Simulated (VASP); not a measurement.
# Y (Pm-3m) in VASP: notebook, part 2 of 2

VASP 6.6.1. Earlier steps stand in the parts before.

**3. Relaxation of cell and atoms, PBE**

This run uses another cell than the first one, of 36.26 Å³/atom.

Input file INCAR:

```
  PREC = Accurate
  ENCUT = 600
  EDIFF = 1E-7
  ISMEAR = -1
  SIGMA = 0.05
  LREAL = False
  LASPH = True
  NELM = 100
  ALGO = Normal
  ISIF = 3
  LWAVE = False
  LCHARG = False
  GGA = PE
  IBRION = 2
  NSW = 80
  EDIFFG = -0.01
```

Input file KPOINTS:

```
Automatic mesh
0
Gamma
  8 8 8
```

Input file POSCAR:

```
Y
1.0
    3.3100000000      0.0000000000      0.0000000000
    0.0000000000      3.3100000000      0.0000000000
    0.0000000000      0.0000000000      3.3100000000
Y
1
Direct
    0.0000000000      0.0000000000      0.0000000000
```

Potentials or basis: VASP PAW PBE potentials, release 64 (Y_sv).

Command:

```console
cat potpaw_PBE.64/Y_sv/POTCAR > POTCAR
mpirun -np 1 vasp_std > vasp.out
```

OUTCAR:

```text
PREC = Accurate
   ENCUT = 600
   EDIFF = 1E-7
   ISMEAR = -1
   LREAL = False
   LASPH = True
   NELM = 100
   ISIF = 3
   GGA = PE
   IBRION = 2
   NSW = 80
   EDIFFG = -0.01

 ion  position               nearest neighbor table
   1  0.000  0.000  0.000-

  LATTYP: Found a simple cubic cell.
 ALAT       =     3.3100000000

  Lattice vectors:

 A1 = (   3.3100000000,   0.0000000000,   0.0000000000)
 A2 = (   0.0000000000,   3.3100000000,   0.0000000000)
 A3 = (   0.0000000000,   0.0000000000,   3.3100000000)

Analysis of symmetry for initial positions (statically):
=====================================================================
 Subroutine PRICEL returns:
 Original cell was already a primitive cell.

 Routine SETGRP: Setting up the symmetry group for a
 simple cubic supercell.

 Subroutine GETGRP returns: Found 48 space group operations
 (whereof 48 operations were pure point group operations)
 out of a pool of 48 trial point group operations.

The static configuration has the point symmetry O_h .

Analysis of symmetry for dynamics (positions and initial velocities):
=====================================================================
 Subroutine PRICEL returns:
 Original cell was already a primitive cell.

 Routine SETGRP: Setting up the symmetry group for a
 simple cubic supercell.

 Subroutine GETGRP returns: Found 48 space group operations
 (whereof 48 operations were pure point group operations)
 out of a pool of 48 trial point group operations.

The dynamic configuration has the point symmetry O_h .

 Subroutine INISYM returns: Found 48 space group operations
 (whereof 48 operations are pure point group operations),
 and found     1 'primitive' translations

----------------------------------------------------------------------------------------

                                     Primitive cell

  volume of cell :      36.2647

  direct lattice vectors                    reciprocal lattice vectors
     3.310000000  0.000000000  0.000000000     0.302114804  0.000000000  0.000000000
     0.000000000  3.310000000  0.000000000     0.000000000  0.302114804  0.000000000
     0.000000000  0.000000000  3.310000000     0.000000000  0.000000000  0.302114804

  length of vectors
     3.310000000  3.310000000  3.310000000     0.302114804  0.302114804  0.302114804

  position of ions in fractional coordinates (direct lattice)
     0.000000000  0.000000000  0.000000000

  ion indices of the primitive-cell ions
   primitive index   ion index
                 1           1

----------------------------------------------------------------------------------------

 KPOINTS: Automatic mesh

Automatic generation of k-mesh.
 Grid dimensions read from file:
 generate k-points for:    8    8    8

 Generating k-lattice:

  Cartesian coordinates                     Fractional coordinates (reciprocal lattice)
     0.037764350  0.000000000  0.000000000     0.125000000  0.000000000  0.000000000
[... 44 lines left out ...]
   dimension x,y,z NGX =    28 NGY =   28 NGZ =   28
   dimension x,y,z NGXF=    56 NGYF=   56 NGZF=   56
   ions per type =               1
   NGX,Y,Z   is equivalent  to a cutoff of  14.06, 14.06, 14.06 a.u.
   NGXF,Y,Z  is equivalent  to a cutoff of  28.13, 28.13, 28.13 a.u.
 SYSTEM =  unknown system
   PREC   = accura    normal or accurate (medium, high low for compatibility)
   ISTART =      0    job   : 0-new  1-cont  2-samecut
   ICHARG =      2    charge: 1-file 2-atom 10-const
   ISPIN  =      1    spin polarized calculation?
   LNONCOLLINEAR =      F non collinear calculations
   LSORBIT =      F    spin-orbit coupling
   LASPH  =      T    aspherical Exc in radial PAW
   ENCUT  =  600.0 eV  44.10 Ry    6.64 a.u.   6.61  6.61  6.61*2*pi/ulx,y,z
   NELM   =    100;   NELMIN=  2; NELMDL= -5     # of ELM steps
   EDIFF  = 0.1E-06   stopping-criterion for ELM
   LREAL  =      F    real-space projection
   EDIFFG = -.1E-01   stopping-criterion for IOM
   NSW    =     80    number of steps for IOM
   IBRION =      2    ionic relax: 0-MD 1-quasi-New 2-CG
   NFREE  =      1    steps in history (QN), initial steepest desc. (CG)
   ISIF   =      3    stress and relaxation
   ISYM   =      2    0-nonsym 1-usesym 2-fastsym
   POTIM  = 0.5000    time-step for ionic-motion
   TEBEG  =    0.0;   TEEND  =   0.0 temperature during run
   PSTRESS=    0.0 pullay stress
   NELECT =      11.0000    total number of electrons
   NUPDOWN=      -1.0000    fix difference up-down
   EMIN   =  10.00;   EMAX   =-10.00  energy-range for DOS
   EFERMI =   0.00;   METHOD = LEGACY
   ISMEAR =    -1;   SIGMA  =   0.05  broadening in eV -4-tet -1-fermi 0-gaus
   EFERMI_NEDOS =   21; number of points for ismear=-14 and -15
   IALGO  =     38    algorithm
   IMIX   =      4    mixing-type and parameters
     AMIX     =   0.40;   BMIX     =  1.00
     AMIX_MAG =   1.60;   BMIX_MAG =  1.00
  volume/ion in A,a.u.               =      36.26       244.73
  Fermi-wavevector in a.u.,A,eV,Ry     =   1.099962  2.078627 16.461916  1.209917
  Thomas-Fermi vector in A             =   2.236365
   LORBIT       =      0    0 simple, 1 ext, 2 COOP (PROOUT), +10 PAW based schemes
   GGA     = PE    functional components
   LHFCALC =     F    Hartree Fock is set to
   AEXX    =    0.0000 exact exchange contribution
   IVDW    =     0    specifies the selected vdW correction
   LEPSILON=     F    determine dielectric tensor
   LRPA    =     F    only Hartree local field effects (RPA)
 conjugate gradient relaxation of ions
 non-spin polarized calculation
  energy-cutoff  :      600.00
  volume of cell :       36.26
 maximum number of plane-waves:      1231
 NGX is ok and might be reduce to    28
   NGX = 13   NGY = 13   NGZ = 13

--------------------------------------- Ionic step        1  -------------------------------------------

 number of electron      10.9999999 magnetization

 Free energy of the ion-electron system (eV)
  ---------------------------------------------------
  ext. energy  EPLUGINS =         0.00000000
  ---------------------------------------------------
  free energy    TOTEN  =        -5.64325608 eV

  energy without entropy =       -5.62134161  energy(sigma->0) =       -5.63229884

------------------------ aborting loop because EDIFF is reached ----------------------------------------

  FORCE on cell =-STRESS in cart. coord.  units (eV):
  Direction    XX          YY          ZZ          XY          YZ          ZX
  --------------------------------------------------------------------------------------
  -------------------------------------------------------------------------------------
  Total       -0.2952473     -0.2952473     -0.2952473      0.0000000     -0.0000000      0.0000000
  in kB      -13.0440504    -13.0440504    -13.0440504      0.0000000     -0.0000000      0.0000000
  external PRESSURE =     -13.0440504 kB  Pullay stress =       0.0000000 kB
[... 57 lines left out ...]
--------------------------------------- Ionic step        3  -------------------------------------------

 number of electron      11.0000000 magnetization

 Free energy of the ion-electron system (eV)
  ---------------------------------------------------
  ext. energy  EPLUGINS =         0.00000000
  ---------------------------------------------------
  free energy    TOTEN  =        -5.65089306 eV

  energy without entropy =       -5.63147951  energy(sigma->0) =       -5.64118629

 E-fermi :   2.7875     XC(G=0):  -9.1878

 val. band max:        2.7691505326   @ k =   0.5000   0.0000   0.0000
 cond. band min:       2.7929058295   @ k =   0.2500   0.2500   0.0000
 fundamental gap:      0.0237552969
 Fermi energy:         2.7874932708

 k-point     1 :       0.0000    0.0000    0.0000
  band No.  band energies     occupation
      1     -40.2136      2.00000
      2     -19.8515      2.00000
      3     -19.8515      2.00000
      4     -19.8515      2.00000
      5      -1.7200      2.00000
      6       2.1537      1.99999
      7       2.1537      1.99999
      8       8.0112      0.00000
      9       8.0112      0.00000
[... 265 lines left out ...]
 k-point    24 :       0.5000    0.3750    0.1250
  band No.  band energies     occupation
      1     -40.0775      2.00000
      2     -20.4704      2.00000
      3     -20.3611      2.00000
      4     -19.8353      2.00000
      5       1.2822      2.00000
      6       3.1657      0.00104
      7       4.5326      0.00000
      8       4.8126      0.00000
      9       6.7701      0.00000

 [... further k-points ...]

------------------------ aborting loop because EDIFF is reached ----------------------------------------

  FORCE on cell =-STRESS in cart. coord.  units (eV):
  Direction    XX          YY          ZZ          XY          YZ          ZX
  --------------------------------------------------------------------------------------
  -------------------------------------------------------------------------------------
  Total       -0.0019730     -0.0019730     -0.0019730      0.0000000      0.0000000      0.0000000
  in kB       -0.0917215     -0.0917215     -0.0917215      0.0000000      0.0000000      0.0000000
  external PRESSURE =      -0.0917215 kB  Pullay stress =       0.0000000 kB
[... 16 lines left out ...]
  FREE ENERGIE OF THE ION-ELECTRON SYSTEM (eV)
  ---------------------------------------------------
  free  energy   TOTEN  =        -5.6508930647 eV

  energy  without entropy=       -5.6314795149  energy(sigma->0) =       -5.64118629

 reached required accuracy - stopping structural energy minimisation
```

OSZICAR:

```text
N       E                     dE             d eps       ncg     rms          rms(c)
DAV:   1     0.221814680939E+02    0.22181E+02   -0.62718E+03   630   0.123E+03
[... 26 lines left out ...]
       N       E                     dE             d eps       ncg     rms          rms(c)
DAV:   1    -0.565764581286E+01   -0.69510E-02   -0.12713E-01   928   0.277E+00    0.600E-01
DAV:   2    -0.565131099538E+01    0.63348E-02   -0.12197E-02   799   0.884E-01    0.202E-01
DAV:   3    -0.565043720463E+01    0.87379E-03   -0.73725E-03   923   0.530E-01    0.117E-01
DAV:   4    -0.565061468963E+01   -0.17748E-03   -0.15516E-04   718   0.102E-01    0.717E-02
DAV:   5    -0.565083484026E+01   -0.22015E-03   -0.25953E-04   968   0.693E-02    0.347E-02
DAV:   6    -0.565089306943E+01   -0.58229E-04   -0.78275E-05  1018   0.621E-02    0.315E-03
DAV:   7    -0.565089306468E+01    0.47426E-08   -0.80810E-07   629   0.705E-03
   3 F= -.56508931E+01 E0= -.56411863E+01  d E =-.763699E-02
```

CONTCAR:

```text
Y
   1.00000000000000
     3.2543102794001504    0.0000000000000000    0.0000000000000000
     0.0000000000000000    3.2543102794001504    0.0000000000000000
    -0.0000000000000000   -0.0000000000000000    3.2543102794001504
  Y
     1
Direct
     0.0000000000000000    0.0000000000000000    0.0000000000000000

  0.00000000E+00  0.00000000E+00  0.00000000E+00
```

Run time: 75 s. Hardware: 1 thread of AMD EPYC 7R13, shared host; peak memory 0.15 GiB.

Results:

| Item | Value |
| --- | --- |
| Free energy | -5.6509 eV |
| Relaxed volume | 34.46 Å³/atom |
| Relaxed cell | a = 3.254 Å, b = 3.254 Å, c = 3.254 Å, α = 90.00°, β = 90.00°, γ = 90.00° |
| Space group after relaxing (to 0.1 Å) | Pm-3m (No. 221) |
| Energy gained by relaxing | 7.6 meV/atom |
| Ionic steps | 3 |
| Pressure after relaxing | 0.0 GPa |
| Band gap on the k mesh | zero (an odd number of electrons rules out a gap without spin polarisation) |

The path:
| step | energy change (eV) | largest force (eV/Å) | pressure (GPa) | volume (Å³) |
| --- | --- | --- | --- | --- |
| 1 | 0.0000 | 0.0000 | -1.30 | 36.26 |
| 2 | -0.0074 | 0.0000 | -0.22 | 34.74 |
| 3 | -0.0076 | 0.0000 | -0.01 | 34.46 |

Final structure:
```cif
data_structure
_symmetry_space_group_name_H-M 'P 1'
_symmetry_Int_Tables_number 1
_cell_length_a 3.2543
_cell_length_b 3.2543
_cell_length_c 3.2543
_cell_angle_alpha 90.000
_cell_angle_beta 90.000
_cell_angle_gamma 90.000
_cell_volume 34.46
loop_
_atom_site_label
_atom_site_type_symbol
_atom_site_fract_x
_atom_site_fract_y
_atom_site_fract_z
_atom_site_occupancy
Y1 Y 0.00000 0.00000 0.00000 1
```

**4. Relaxation of cell and atoms, PBE, target pressure 15 GPa, at which the enthalpy is minimised**

This run uses another cell than the first one, of 36.26 Å³/atom.

Input file INCAR:

```
SYSTEM = Y
ALGO = Normal
EDIFF = 1E-6
EDIFFG = -0.01
ENCUT = 600
GGA = PE
IBRION = 2
ISIF = 3
ISMEAR = -1
LASPH = .True.
LCHARG = .False.
LREAL = .False.
LWAVE = .False.
NELM = 100
NSW = 80
PREC = Accurate
PSTRESS = 150.0
SIGMA = 0.05
```

Input file KPOINTS:

```
k-points
0
Gamma
  8 8 8
  0 0 0
```

POSCAR is that of step 3.

Command:

```console
cat potpaw_PBE.64/Y_sv/POTCAR > POTCAR
mpirun -np 1 vasp_std > vasp.out
```

Wall time 86 s (1 thread of AMD EPYC 7R13, shared host); peak memory 0.17 GiB.

It converged, with:

```yaml
Free_energy: -5.3097 eV
Relaxed_volume: 25.00 Å³/atom
Relaxed_cell: a = 2.924 Å, b = 2.924 Å, c = 2.924 Å, α = 90.00°, β = 90.00°, γ = 90.00°
Space_group_after_relaxing_to_0.1_Å: Pm-3m (No. 221)
Energy_change_on_relaxing_the_run_minimises_the_enthalpy: +333.6 meV/atom
Ionic_steps: 4
Pressure_after_relaxing: 15.0 GPa
Band_gap_on_the_k_mesh: zero (an odd number of electrons rules out a gap without spin polarisation)
```

Step by step:
```tsv
step	energy change (eV)	largest force (eV/Å)	pressure (GPa)	volume (Å³)
1	0.0000	0.0000	-1.29	36.26
2	1.0885	0.0000	37.17	20.15
3	0.3133	0.0000	14.24	25.22
4	0.3336	0.0000	14.98	25.00
```

Final structure:
```cif
data_structure
_symmetry_space_group_name_H-M 'P 1'
_symmetry_Int_Tables_number 1
_cell_length_a 2.9238
_cell_length_b 2.9238
_cell_length_c 2.9238
_cell_angle_alpha 90.000
_cell_angle_beta 90.000
_cell_angle_gamma 90.000
_cell_volume 25.00
loop_
_atom_site_label
_atom_site_type_symbol
_atom_site_fract_x
_atom_site_fract_y
_atom_site_fract_z
_atom_site_occupancy
Y1 Y 0.00000 0.00000 0.00000 1
```

Levels at points of the mesh, in eV from the Fermi level:
```
           k point  band 4  band 5  band 6  band 7  band 8  band 9
(0.00, 0.00, 0.00)  -21.81   -4.85   -1.21   -1.21    7.15    7.15
(0.50, 0.00, 0.00)  -21.64   -1.58   -0.19    0.69    3.37    3.37
(0.50, 0.50, 0.00)  -21.48   -3.10    0.44    4.22    4.22    5.42
(0.50, 0.50, 0.50)  -23.03   -1.34   -1.34   -1.34    5.63   11.71
```

Caveat: the cell is relaxed towards a set pressure, so the run minimises the enthalpy, not the energy; the volume moved by over 15 % at a fixed basis, so the end points are rough.

**5. Relaxation of cell and atoms, PBE, target pressure 30 GPa, at which the enthalpy is minimised**

This run uses another cell than the first one, of 36.26 Å³/atom.

Input file INCAR:

```
SYSTEM = Y
PREC = Accurate
ENCUT = 600
EDIFF = 1E-6
ISMEAR = -1
SIGMA = 0.05
LREAL = .False.
LASPH = .True.
NELM = 80
ALGO = Normal
ISIF = 3
LWAVE = .False.
LCHARG = .False.
GGA = PE
IBRION = 2
NSW = 80
EDIFFG = -0.01
PSTRESS = 300.0
```

Input file KPOINTS:

```
Automatic mesh
0
Gamma
  8 8 8
  0 0 0
```

POSCAR is that of step 4.

Command:

```console
cat potpaw_PBE.64/Y_sv/POTCAR > POTCAR
mpirun -np 1 vasp_std > vasp.out
```

Run time: 2.8 min. Hardware: 1 thread of AMD EPYC 7R13, shared host; peak memory 0.19 GiB.

It converged, with:

* Free energy: -4.8307 eV
* Relaxed volume: 21.48 Å³/atom
* Relaxed cell: a = 2.780 Å, b = 2.780 Å, c = 2.780 Å, α = 90.00°, β = 90.00°, γ = 90.00°
* Space group after relaxing (to 0.1 Å): Pm-3m (No. 221)
* Energy change on relaxing (the run minimises the enthalpy): +812.6 meV/atom
* Ionic steps: 8
* Pressure after relaxing: 30.0 GPa
* Band gap on the k mesh: zero (an odd number of electrons rules out a gap without spin polarisation)

Step by step:
| step | energy change (eV) | largest force (eV/Å) | pressure (GPa) | volume (Å³) |
| --- | --- | --- | --- | --- |
| 1 | 0.0000 | 0.0000 | -1.29 | 36.26 |
| 2 | 8.7504 | 0.0000 | 332.74 | 10.35 |
| 3 | 0.5081 | 0.0000 | 20.71 | 23.42 |
| 4 | 0.6621 | 0.0000 | 25.54 | 22.35 |
| 5 | 0.8092 | 0.0000 | 29.90 | 21.50 |
| 6 | 0.8558 | 0.0000 | 31.13 | 21.25 |
| 7 | 0.7776 | 0.0000 | 28.97 | 21.67 |
| 8 | 0.8126 | 0.0000 | 29.98 | 21.48 |

Final structure:
```cif
data_structure
_symmetry_space_group_name_H-M 'P 1'
_symmetry_Int_Tables_number 1
_cell_length_a 2.7797
_cell_length_b 2.7797
_cell_length_c 2.7797
_cell_angle_alpha 90.000
_cell_angle_beta 90.000
_cell_angle_gamma 90.000
_cell_volume 21.48
loop_
_atom_site_label
_atom_site_type_symbol
_atom_site_fract_x
_atom_site_fract_y
_atom_site_fract_z
_atom_site_occupancy
Y1 Y 0.00000 0.00000 0.00000 1
```

Levels at points of the mesh, in eV from the Fermi level:
```tsv
k point	band 2	band 3	band 4	band 5	band 6	band 7	band 8	band 9
(0.00, 0.00, 0.00)	-21.36	-21.36	-21.36	-4.82	-1.55	-1.55	8.28	8.28
(0.50, 0.00, 0.00)	-23.93	-21.10	-21.10	-1.31	-0.36	1.27	3.71	3.71
(0.50, 0.50, 0.00)	-23.48	-23.48	-20.86	-3.81	0.68	4.74	4.74	6.61
(0.50, 0.50, 0.50)	-23.09	-23.09	-23.09	-1.79	-1.79	-1.79	5.63	14.21
```

Caveat: the cell is relaxed towards a set pressure, so the run minimises the enthalpy, not the energy; the volume moved by over 15 % at a fixed basis, so the end points are rough.

**6. Relaxation of cell and atoms, PBE, target pressure 45 GPa, at which the enthalpy is minimised**

This run uses another cell than the first one, of 36.26 Å³/atom.

Input file INCAR:

```
SYSTEM = Y
  PREC = Accurate
  ENCUT = 600
  EDIFF = 1E-6
  ISMEAR = -1
  SIGMA = 0.05
  LREAL = .False.
  LASPH = .True.
  NELM = 80
  ALGO = Normal
  ISIF = 3
  LWAVE = .False.
  LCHARG = .False.
  GGA = PE
  IBRION = 2
  NSW = 80
  EDIFFG = -0.01
  PSTRESS = 450.0
```

Input file KPOINTS:

```
regular mesh
0
Gamma
  8 8 8
  0 0 0
```

POSCAR is that of step 5.

Potentials or basis: VASP PAW PBE potentials, release 64 (Y_sv).

Command:

```console
cat potpaw_PBE.64/Y_sv/POTCAR > POTCAR
mpirun -np 1 vasp_std > vasp.out
```

Wall time 4.3 min (1 thread of AMD EPYC 7R13, shared host); peak memory 0.28 GiB.

The run converged. Its results:

* Free energy: -4.2962 eV
* Relaxed volume: 19.14 Å³/atom
* Relaxed cell: a = 2.675 Å, b = 2.675 Å, c = 2.675 Å, α = 90.00°, β = 90.00°, γ = 90.00°
* Space group after relaxing (to 0.1 Å): Pm-3m (No. 221)
* Energy change on relaxing (the run minimises the enthalpy): +1347.1 meV/atom
* Ionic steps: 9
* Pressure after relaxing: 45.0 GPa
* Band gap on the k mesh: zero (an odd number of electrons rules out a gap without spin polarisation)

The path:
```csv
step,energy change (eV),largest force (eV/Å),pressure (GPa),volume (Å³)
1,0.0000,0.0000,-1.29,36.26
2,65.1696,0.0000,2539.28,4.39
3,0.0119,0.0000,2.48,31.80
4,0.1820,0.0000,9.61,27.00
5,1.6609,0.0000,54.80,18.13
6,1.2852,0.0000,43.09,19.37
7,1.3594,0.0000,45.38,19.10
8,1.3288,0.0000,44.40,19.21
9,1.3471,0.0000,44.98,19.14
```

Final structure:
```xyz
1
Lattice="2.6751 0.0000 0.0000 0.0000 2.6751 0.0000 0.0000 0.0000 2.6751" Properties=species:S:1:pos:R:3 pbc="T T T"
Y     0.0000    0.0000    0.0000
```

Levels at points of the mesh, in eV from the Fermi level:
| k point | band 4 | band 5 | band 6 | band 7 | band 8 | band 9 |
| --- | --- | --- | --- | --- | --- | --- |
| (0.00, 0.00, 0.00) | -20.98 | -4.66 | -1.84 | -1.84 | 9.26 | 9.26 |
| (0.50, 0.00, 0.00) | -20.63 | -0.99 | -0.49 | 1.84 | 4.00 | 4.00 |
| (0.50, 0.50, 0.00) | -20.30 | -4.42 | 0.94 | 5.19 | 5.19 | 7.64 |
| (0.50, 0.50, 0.50) | -23.21 | -2.17 | -2.17 | -2.17 | 5.62 | 16.46 |

Caveat: the cell is relaxed towards a set pressure, so the run minimises the enthalpy, not the energy; the volume moved by over 15 % at a fixed basis, so the end points are rough.

**7. Summary**

```csv
task,cell,cutoff (eV),gap on the mesh (eV),pressure (GPa)
single point,"a = 3.255 Å, 1 atom",520,none,0.0
relaxation of cell and atoms,"relaxed from a = 3.310 Å, 1 atom",600,none,0.0
relaxation of cell and atoms,"relaxed to 15 GPa from a = 3.310 Å, 1 atom",600,none,15.0
relaxation of cell and atoms,"relaxed to 30 GPa from a = 3.310 Å, 1 atom",600,none,30.0
relaxation of cell and atoms,"relaxed to 45 GPa from a = 3.310 Å, 1 atom",600,none,45.0
```

Alike in all rows: level PBE; potentials or basis VASP PAW PBE potentials, release 64 (Y_sv); no spin polarisation; k mesh 8 × 8 × 8; smearing fermi-dirac 0.05 eV.

Caveats: the cell is relaxed towards a set pressure, so the run minimises the enthalpy, not the energy (at least some runs); the volume moved by over 15 % at a fixed basis, so the end points are rough (at least some runs).

Absolute energies hang on the potentials; compare differences alone.
